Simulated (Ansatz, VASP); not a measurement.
## Two plane-wave programs on N

```xyz
12
Lattice="7.6767 0.0000 0.0000 0.0000 7.6767 0.0000 0.0000 0.0000 7.6767" Properties=species:S:1:pos:R:3 pbc="T T T"
N     6.6524    5.5920    0.1247
N     6.9270    4.5914    0.4731
N     2.1154    5.1441    6.0002
N     2.9931    4.4915    6.0038
N     6.6567    5.4327    4.2247
N     6.2899    6.2919    3.6558
N     4.9144    1.0515    1.2059
N     5.7629    1.4702    1.7537
N     5.5692    1.7496    5.6291
N     4.7089    1.4475    5.0228
N     1.5138    1.3092    3.2136
N     1.9145    2.2042    2.7260
```

Alike in both runs: functional r2SCAN; dispersion D3(BJ); k mesh 1 × 1 × 1; occupations fermi-dirac, width 0.05 eV; no spin polarisation.

Ansatz relaxed the structure, and its values are those at the end. VASP's run is a single point on that final structure, the one shown.

|  | VASP | Ansatz |
| --- | --- | --- |
| version | VASP 6.6.1 | Ansatz 0.2.0 |
| potentials or method | VASP PAW PBE potentials, release 64 (N), cutoff 520 eV | scalar-relativistic, plane waves, PAW |
| valence electrons in the cell | 60 | 60 |

VASP gave:

```
rms of the force components (eV/Å) : 1.220
```

Q: Which values does Ansatz return?

A: rms of the force components (eV/Å): 0.118.

VASP's potentials were made for PBE, not for r2SCAN. One of these differences is far larger than is usual between the two programs; its cause wasn't traced. Ansatz's warnings: dispersion damping borrowed.

Noted on VASP's run: the standard files for N, O and F lose accuracy on very short bonds.
